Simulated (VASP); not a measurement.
System: V.

```xyz
1
Lattice="14.0000 0.0000 0.0000 0.0000 14.4000 0.0000 0.0000 0.0000 14.8000" Properties=species:S:1:pos:R:3 pbc="T T T"
V     7.0000    7.2000    7.4000
```

Base run:

| Quantity | Value |
| --- | --- |
| Program | VASP 6.6.1 |
| Functional | PBE0 |
| Potentials or basis | VASP PAW PBE potentials, release 64 (V_sv) |
| Cutoff | 400 eV |
| k mesh | 1 × 1 × 1 |
| Occupations | fermi-dirac, width 0.01 eV |
| Spin | collinear spin, ferromagnetic start |
| Starting moments | [5.0] μB |

Its results: band gap on the k mesh 3.41 eV; pressure 0.0 GPa; net moment 5.00 μB per cell; site moments V +3.54 μB.

Task: The run is repeated on the same cell with these changes: functional from PBE0 to PBE. What comes out?

Result: Band gap on the k mesh 0.06 eV; pressure 0.0 GPa; net moment 5.00 μB per cell; site moments V +3.50 μB.

Caveats: the PAW data sets were made with another functional, which shifts forces and pressure a little (at least some runs).

A k mesh can miss the band edges.
